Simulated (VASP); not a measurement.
# Sn (Im-3m) in VASP: notebook

Sn is run at these levels: LDA; tasks: single point, relaxation of cell and atoms.

Program: VASP 6.6.1. These are calculated values, not measurements. Logs are shortened: lines on timing, memory, paths and dates and some standing lists are left out, and cuts for length are marked.

## 1. The cell of the first run

It takes space group Im-3m (No. 229, cubic). Conventional cell: a = 3.753 Å, b = 3.753 Å, c = 3.753 Å, α = 90.00°, β = 90.00°, γ = 90.00°. Sn (site symmetry m-3m) has 14 Sn at 3.25 to 3.75 Å within 4.3 Å.

## 2. Single point, LDA (volume scaled by 1.04)

File INCAR:

```
PREC = Accurate ; ENCUT = 520
EDIFF = 1E-6 ; ISMEAR = -1
SIGMA = 0.1 ; LREAL = False
LASPH = True ; NELM = 100
ALGO = Normal ; ISIF = 2
LWAVE = False ; LCHARG = False
NBANDS = 13
```

File KPOINTS:

```
Automatic mesh
0
Gamma
  13 13 13
```

File POSCAR:

```
Sn
1.0
   -1.8765692686      1.8765692686      1.8765692686
    1.8765692686     -1.8765692686      1.8765692686
    1.8765692686      1.8765692686     -1.8765692686
Sn
1
Direct
    0.0000000000      0.0000000000      0.0000000000
```

Potentials or basis: VASP PAW LDA potentials, release 64 (Sn_d).

On the command line:

```console
$ cat potpaw_LDA.64/Sn_d/POTCAR > POTCAR
$ mpirun -np 1 vasp_std > vasp.out
```

OUTCAR:

```text
PREC = Accurate
   ENCUT = 520
   EDIFF = 1E-6
   ISMEAR = -1
   LREAL = False
   LASPH = True
   NELM = 100
   ISIF = 2

 ion  position               nearest neighbor table
   1  0.000  0.000  0.000-

  LATTYP: Found a body centered cubic cell.
 ALAT       =     3.7531385372

  Lattice vectors:

 A1 = (  -1.8765692686,   1.8765692686,   1.8765692686)
 A2 = (   1.8765692686,  -1.8765692686,   1.8765692686)
 A3 = (   1.8765692686,   1.8765692686,  -1.8765692686)

Analysis of symmetry for initial positions (statically):
=====================================================================
 Subroutine PRICEL returns:
 Original cell was already a primitive cell.

 Routine SETGRP: Setting up the symmetry group for a
 body centered cubic supercell.

 Subroutine GETGRP returns: Found 48 space group operations
 (whereof 48 operations were pure point group operations)
 out of a pool of 48 trial point group operations.

The static configuration has the point symmetry O_h .

Analysis of symmetry for dynamics (positions and initial velocities):
=====================================================================
 Subroutine PRICEL returns:
 Original cell was already a primitive cell.

 Routine SETGRP: Setting up the symmetry group for a
 body centered cubic supercell.

 Subroutine GETGRP returns: Found 48 space group operations
 (whereof 48 operations were pure point group operations)
 out of a pool of 48 trial point group operations.

The dynamic configuration has the point symmetry O_h .

 Subroutine INISYM returns: Found 48 space group operations
 (whereof 48 operations are pure point group operations),
 and found     1 'primitive' translations

----------------------------------------------------------------------------------------

                                     Primitive cell

  volume of cell :      26.4334

  direct lattice vectors                    reciprocal lattice vectors
    -1.876569269  1.876569269  1.876569269     0.000000000  0.266443668  0.266443668
     1.876569269 -1.876569269  1.876569269     0.266443668  0.000000000  0.266443668
     1.876569269  1.876569269 -1.876569269     0.266443668  0.266443668  0.000000000

  length of vectors
     3.250313317  3.250313317  3.250313317     0.376808250  0.376808250  0.376808250

  position of ions in fractional coordinates (direct lattice)
     0.000000000  0.000000000  0.000000000

  ion indices of the primitive-cell ions
   primitive index   ion index
                 1           1

----------------------------------------------------------------------------------------

 KPOINTS: Automatic mesh

Automatic generation of k-mesh.
 Grid dimensions read from file:
 generate k-points for:   13   13   13

 Generating k-lattice:

  Cartesian coordinates                     Fractional coordinates (reciprocal lattice)
     0.000000000  0.020495667  0.020495667     0.076923077  0.000000000  0.000000000
     0.020495667  0.000000000  0.020495667     0.000000000  0.076923077  0.000000000
     0.020495667  0.020495667  0.000000000     0.000000000  0.000000000  0.076923077

  Length of vectors
     0.028985250  0.028985250  0.028985250

  Shift w.r.t. Gamma in fractional coordinates (k-lattice)
     0.000000000  0.000000000  0.000000000

 Subroutine IBZKPT returns following result:
 ===========================================

 Found     84 irreducible k-points:

 Following reciprocal coordinates:
            Coordinates               Weight
  0.000000  0.000000  0.000000      1.000000
  0.076923  0.000000  0.000000     12.000000
  0.153846  0.000000  0.000000     12.000000
  0.230769  0.000000  0.000000     12.000000
  0.307692  0.000000  0.000000     12.000000
  0.384615  0.000000  0.000000     12.000000
[... 16 lines left out ...]
  0.153846  0.076923  0.076923     24.000000
  0.230769  0.076923  0.076923     24.000000
 [... further k-points ...]
   k-points           NKPTS =     84   k-points in BZ     NKDIM =     84   number of bands    NBANDS=     13
   number of dos      NEDOS =    301   number of ions     NIONS =      1
   total plane-waves  NPLWV =  13824
   dimension x,y,z NGX =    24 NGY =   24 NGZ =   24
   dimension x,y,z NGXF=    48 NGYF=   48 NGZF=   48
   ions per type =               1
   NGX,Y,Z   is equivalent  to a cutoff of  12.28, 12.28, 12.28 a.u.
   NGXF,Y,Z  is equivalent  to a cutoff of  24.55, 24.55, 24.55 a.u.
 SYSTEM =  unknown system
   PREC   = accura    normal or accurate (medium, high low for compatibility)
   ISTART =      0    job   : 0-new  1-cont  2-samecut
   ICHARG =      2    charge: 1-file 2-atom 10-const
   ISPIN  =      1    spin polarized calculation?
   LNONCOLLINEAR =      F non collinear calculations
   LSORBIT =      F    spin-orbit coupling
   LASPH  =      T    aspherical Exc in radial PAW
   ENCUT  =  520.0 eV  38.22 Ry    6.18 a.u.   6.04  6.04  6.04*2*pi/ulx,y,z
   NELM   =    100;   NELMIN=  2; NELMDL= -5     # of ELM steps
   EDIFF  = 0.1E-05   stopping-criterion for ELM
   LREAL  =      F    real-space projection
   EDIFFG = 0.1E-04   stopping-criterion for IOM
   NSW    =      0    number of steps for IOM
   IBRION =     -1    ionic relax: 0-MD 1-quasi-New 2-CG
   NFREE  =      0    steps in history (QN), initial steepest desc. (CG)
   ISIF   =      2    stress and relaxation
   ISYM   =      2    0-nonsym 1-usesym 2-fastsym
   POTIM  = 0.5000    time-step for ionic-motion
   TEBEG  =    0.0;   TEEND  =   0.0 temperature during run
   PSTRESS=    0.0 pullay stress
   NELECT =      14.0000    total number of electrons
   NUPDOWN=      -1.0000    fix difference up-down
   EMIN   =  10.00;   EMAX   =-10.00  energy-range for DOS
   EFERMI =   0.00;   METHOD = LEGACY
   ISMEAR =    -1;   SIGMA  =   0.10  broadening in eV -4-tet -1-fermi 0-gaus
   EFERMI_NEDOS =   21; number of points for ismear=-14 and -15
   IALGO  =     38    algorithm
   IMIX   =      4    mixing-type and parameters
     AMIX     =   0.40;   BMIX     =  1.00
     AMIX_MAG =   1.60;   BMIX_MAG =  1.00
  volume/ion in A,a.u.               =      26.43       178.38
  Fermi-wavevector in a.u.,A,eV,Ry     =   1.324544  2.503024 23.870274  1.754416
  Thomas-Fermi vector in A             =   2.454070
   LORBIT       =      0    0 simple, 1 ext, 2 COOP (PROOUT), +10 PAW based schemes
   GGA     = CA    functional components
   LHFCALC =     F    Hartree Fock is set to
   AEXX    =    0.0000 exact exchange contribution
   IVDW    =     0    specifies the selected vdW correction
   LEPSILON=     F    determine dielectric tensor
   LRPA    =     F    only Hartree local field effects (RPA)
 non-spin polarized calculation
  energy-cutoff  :      520.00
  volume of cell :       26.43
 maximum number of plane-waves:       724
   NGX = 13   NGY = 13   NGZ = 13

 number of electron      13.9999991 magnetization

 Free energy of the ion-electron system (eV)
  ---------------------------------------------------
  ext. energy  EPLUGINS =         0.00000000
  ---------------------------------------------------
  free energy    TOTEN  =        -4.44456787 eV

  energy without entropy =       -4.42301041  energy(sigma->0) =       -4.43378914

 E-fermi :   8.1164     XC(G=0): -10.7362

 val. band max:        8.1023581413   @ k =   0.3077   0.1538   0.1538
 cond. band min:       8.2311549875   @ k =  -0.3846  -0.4615   0.0769
 fundamental gap:      0.1287968462
 Fermi energy:         8.1163705487

 k-point     1 :       0.0000    0.0000    0.0000
  band No.  band energies     occupation
      1     -13.3123      2.00000
      2     -13.3123      2.00000
      3     -13.3123      2.00000
      4     -13.1587      2.00000
      5     -13.1587      2.00000
      6      -3.1489      2.00000
      7      16.2476      0.00000
      8      16.2476      0.00000
      9      16.2476      0.00000
     10      20.4263      0.00000
     11      20.4263      0.00000
     12      20.4263      0.00000
     13      21.1650      0.00000

 k-point     2 :       0.0769    0.0000    0.0000
  band No.  band energies     occupation
      1     -13.3152      2.00000
      2     -13.3081      2.00000
      3     -13.2986      2.00000
      4     -13.1620      2.00000
      5     -13.1591      2.00000
      6      -3.0171      2.00000
      7      15.1373      0.00000
      8      15.7364      0.00000
      9      16.0720      0.00000
     10      19.2198      0.00000
     11      19.5323      0.00000
     12      20.1733      0.00000
     13      21.7826      0.00000

 k-point     3 :       0.1538    0.0000    0.0000
  band No.  band energies     occupation
      1     -13.3234      2.00000
      2     -13.2977      2.00000
      3     -13.2604      2.00000
      4     -13.1702      2.00000
      5     -13.1602      2.00000
      6      -2.6210      2.00000
      7      12.8199      0.00000
      8      14.6982      0.00000
      9      15.5843      0.00000
     10      18.1945      0.00000
     11      18.5615      0.00000
     12      20.1049      0.00000
     13      22.1709      0.00000
[... 305 lines left out ...]
 k-point    23 :       0.1538    0.0769    0.0769
  band No.  band energies     occupation
      1     -13.3262      2.00000
      2     -13.3034      2.00000
      3     -13.1856      2.00000
      4     -13.1731      2.00000
      5     -13.1652      2.00000
      6      -1.6963      2.00000
      7      10.1637      0.00000
      8      12.3387      0.00000
      9      13.1456      0.00000
     10      19.3126      0.00000
     11      19.5286      0.00000
     12      21.1854      0.00000
     13      22.7577      0.00000

 k-point    24 :       0.2308    0.0769    0.0769
  band No.  band energies     occupation
      1     -13.3372      2.00000
      2     -13.2907      2.00000
      3     -13.1773      2.00000
      4     -13.1646      2.00000
      5     -13.1420      2.00000
      6      -0.7791      2.00000
      7       8.0109      1.48340
      8      11.2579      0.00000
      9      12.4821      0.00000
     10      18.9607      0.00000
     11      19.3786      0.00000
     12      21.6796      0.00000
     13      23.3182      0.00000

 [... further k-points ...]

------------------------ aborting loop because EDIFF is reached ----------------------------------------

  FORCE on cell =-STRESS in cart. coord.  units (eV):
  Direction    XX          YY          ZZ          XY          YZ          ZX
  --------------------------------------------------------------------------------------
  -------------------------------------------------------------------------------------
  Total       -0.3134802     -0.3134802     -0.3134802      0.0000000      0.0000000      0.0000000
  in kB      -19.0005810    -19.0005810    -19.0005810      0.0000000      0.0000000      0.0000000
  external PRESSURE =     -19.0005810 kB  Pullay stress =       0.0000000 kB

 VOLUME and BASIS-vectors are now :
 -----------------------------------------------------------------------------
  energy-cutoff  :      520.00
  volume of cell :       26.43
      direct lattice vectors                 reciprocal lattice vectors
    -1.876569269  1.876569269  1.876569269     0.000000000  0.266443668  0.266443668
     1.876569269 -1.876569269  1.876569269     0.266443668  0.000000000  0.266443668
     1.876569269  1.876569269 -1.876569269     0.266443668  0.266443668  0.000000000

 POSITION                                       TOTAL-FORCE (eV/Angst)
 -----------------------------------------------------------------------------------
      0.00000      0.00000      0.00000         0.000000      0.000000      0.000000
 -----------------------------------------------------------------------------------
    total drift:                                0.000000      0.000000      0.000000

  FREE ENERGIE OF THE ION-ELECTRON SYSTEM (eV)
  ---------------------------------------------------
  free  energy   TOTEN  =        -4.4445678731 eV

  energy  without entropy=       -4.4230104083  energy(sigma->0) =       -4.43378914
```

Wall time 11 s (1 thread of Intel Xeon Platinum 8259CL at 2.50GHz (Skylake/Cascade Lake), shared host); peak memory 0.14 GiB.

Results:

- Free energy: -4.4446 eV
- Pressure: -1.9 GPa
- Band gap on the k mesh: zero (band 7 reaches 16.25 eV, above the bottom of band 8 at 5.75 eV)

Caveat: the cell differs from its parent crystal (volume scaled by 1.04); spin-orbit coupling is left out, which moves the levels of the heavy elements.

## 3. Single point, LDA (volume scaled by 1.08)

File INCAR:

```
SYSTEM = Sn
PREC     = Accurate       ! precision mode
ENCUT    = 520            ! plane-wave cutoff, eV
EDIFF    = 1E-6           ! SCF threshold, eV
ISMEAR   = -1             ! smearing method
SIGMA    = 0.1            ! smearing width, eV
LREAL    = .False.        ! projectors in reciprocal space
LASPH    = .True.         ! aspherical terms in the spheres
NELM     = 60             ! most SCF steps
ALGO     = Normal         ! electronic algorithm
ISIF     = 2              ! what is computed and relaxed
LWAVE    = .False.        ! write WAVECAR
LCHARG   = .False.        ! write CHGCAR
GGA      = CA             ! functional
NBANDS   = 13             ! bands
```

File KPOINTS:

```
regular mesh
0
Gamma
  13 13 13
  0 0 0
```

File POSCAR:

```
Sn
1.0
   -1.9003258320      1.9003258320      1.9003258320
    1.9003258320     -1.9003258320      1.9003258320
    1.9003258320      1.9003258320     -1.9003258320
Sn
1
Direct
    0.0000000000      0.0000000000      0.0000000000
```

Potentials or basis: VASP PAW LDA potentials, release 64 (Sn_d).

On the command line:

```console
$ cat potpaw_LDA.64/Sn_d/POTCAR > POTCAR
$ mpirun -np 1 vasp_std > vasp.out
```

Run time: 12 s. Hardware: 1 thread of Intel Xeon Platinum 8259CL at 2.50GHz (Skylake/Cascade Lake), shared host; peak memory 0.14 GiB.

The run converged. Its results:

```
Free energy            : -4.4274 eV
Pressure               : -3.6 GPa
Band gap on the k mesh : zero (band 7 reaches 15.44 eV, above the bottom of band 8 at 5.41 eV)
```

Levels at points of the mesh, in eV from the Fermi level:
```tsv
k point	band 5	band 6	band 7	band 8	band 9	band 10
(0.00, 0.00, 0.00)	-21.27	-10.99	7.78	7.78	7.78	12.23
```

Caveat: the cell differs from its parent crystal (volume scaled by 1.08); spin-orbit coupling is left out, which moves the levels of the heavy elements.

## 4. Single point, LDA (volume scaled by 1.12)

File INCAR:

```
ALGO = Normal
EDIFF = 1E-6
ENCUT = 520
ISIF = 2
ISMEAR = -1
LASPH = True
LCHARG = False
LREAL = False
LWAVE = False
NBANDS = 13
NELM = 60
PREC = Accurate
SIGMA = 0.1
```

File KPOINTS:

```
k-points
0
Gamma
  13 13 13
```

File POSCAR:

```
Sn
1.0
   -1.9235028214      1.9235028214      1.9235028214
    1.9235028214     -1.9235028214      1.9235028214
    1.9235028214      1.9235028214     -1.9235028214
Sn
1
Direct
    0.0000000000      0.0000000000      0.0000000000
```

On the command line:

```console
$ cat potpaw_LDA.64/Sn_d/POTCAR > POTCAR
$ mpirun -np 1 vasp_std > vasp.out
```

Run time: 20 s. Hardware: 1 thread of Intel Xeon Platinum 8259CL at 2.50GHz (Skylake/Cascade Lake), shared host; peak memory 0.15 GiB.

It converged, with:

- Free energy: -4.4005 eV
- Pressure: -4.8 GPa
- Band gap on the k mesh: zero (band 7 reaches 14.68 eV, above the bottom of band 8 at 5.09 eV)

Levels at points of the mesh, in eV from the Fermi level:
```tsv
k point	band 3	band 4	band 5	band 6	band 7	band 8	band 9	band 10	band 11	band 12
(0.00, 0.00, 0.00)	-21.39	-21.27	-21.27	-10.74	7.45	7.45	7.45	12.15	12.15	12.15
```

Caveat: the cell differs from its parent crystal (volume scaled by 1.12); spin-orbit coupling is left out, which moves the levels of the heavy elements.

## 5. Relaxation of cell and atoms, LDA

This run uses another cell than the first one, of 28.03 Å³/atom, 1.061 times its volume.

File INCAR:

```
PREC     = Accurate       # precision mode
ENCUT    = 600            # plane-wave cutoff, eV
EDIFF    = 1E-7           # SCF threshold, eV
ISMEAR   = -1             # smearing method
SIGMA    = 0.1            # smearing width, eV
LREAL    = False          # projectors in reciprocal space
LASPH    = True           # aspherical terms in the spheres
NELM     = 80             # most SCF steps
ALGO     = Normal         # electronic algorithm
ISIF     = 3              # what is computed and relaxed
LWAVE    = False          # write WAVECAR
LCHARG   = False          # write CHGCAR
IBRION   = 2              # ionic algorithm
NSW      = 80             # ionic steps
EDIFFG   = -0.01          # ionic threshold
```

File KPOINTS:

```
Automatic mesh
0
Gamma
  12 12 12
```

File POSCAR:

```
Sn
1.0
   -1.9137253733      1.9137253733      1.9137253733
    1.9137253733     -1.9137253733      1.9137253733
    1.9137253733      1.9137253733     -1.9137253733
Sn
1
Direct
    0.0000000000      0.0000000000      0.0000000000
```

On the command line:

```console
$ cat potpaw_LDA.64/Sn_d/POTCAR > POTCAR
$ mpirun -np 1 vasp_std > vasp.out
```

Wall time 48 s (1 thread of Intel Xeon Platinum 8259CL at 2.50GHz (Skylake/Cascade Lake), shared host); peak memory 0.16 GiB.

It converged, with:

| Item | Value |
| --- | --- |
| Free energy | -4.4531 eV |
| Relaxed volume | 25.43 Å³/atom |
| Relaxed cell | a = 3.209 Å, b = 3.209 Å, c = 3.209 Å, α = 109.47°, β = 109.47°, γ = 109.47° |
| Space group after relaxing (to 0.05 Å) | Im-3m (No. 229) |
| Energy gained by relaxing | 40.9 meV/atom |
| Ionic steps | 3 |
| Pressure after relaxing | 0.0 GPa |
| Band gap on the k mesh | zero (band 7 reaches 17.11 eV, above the bottom of band 8 at 5.99 eV) |

Step by step:
| step | energy change (eV) | largest force (eV/Å) | pressure (GPa) | volume (Å³) |
| --- | --- | --- | --- | --- |
| 1 | 0.0000 | 0.0000 | -4.62 | 28.03 |
| 2 | -0.0386 | 0.0000 | 1.35 | 24.88 |
| 3 | -0.0409 | 0.0000 | 0.01 | 25.43 |

Final structure:
```xyz
1
Lattice="-1.8525 1.8525 1.8525 1.8525 -1.8525 1.8525 1.8525 1.8525 -1.8525" Properties=species:S:1:pos:R:3 pbc="T T T"
Sn    0.0000    0.0000    0.0000
```

Levels at points of the mesh, in eV from the Fermi level:
```tsv
k point	band 3	band 4	band 5	band 6	band 7	band 8	band 9	band 10	band 11
(0.00, 0.00, 0.00)	-21.54	-21.37	-21.37	-11.64	8.43	8.43	8.43	12.31	12.31
(0.50, 0.00, 0.00)	-21.38	-21.37	-21.26	-6.58	-4.78	3.73	5.61	8.39	8.56
(0.50, 0.50, 0.50)	-21.29	-21.29	-21.29	-2.25	-0.60	-0.60	-0.60	3.91	3.91
```

Caveat: spin-orbit coupling is left out, which moves the levels of the heavy elements.

## 6. The runs side by side

| task | cell | k mesh | cutoff (eV) | gap on the mesh (eV) | pressure (GPa) |
| --- | --- | --- | --- | --- | --- |
| single point | a = 3.250 Å, angles 109.5°, 1 atom | 13 × 13 × 13 | 520 | none | -1.9 |
| single point | a = 3.291 Å, angles 109.5°, 1 atom | 13 × 13 × 13 | 520 | none | -3.6 |
| single point | a = 3.332 Å, angles 109.5°, 1 atom | 13 × 13 × 13 | 520 | none | -4.8 |
| relaxation of cell and atoms | relaxed from a = 3.315 Å, angles 109.5°, 1 atom | 12 × 12 × 12 | 600 | none | 0.0 |

Alike in all rows: level LDA; potentials or basis VASP PAW LDA potentials, release 64 (Sn_d); no spin polarisation; smearing fermi-dirac 0.1 eV.

Caveats: spin-orbit coupling is left out, which moves the levels of the heavy elements.

Absolute energies hang on the potentials; compare differences alone.
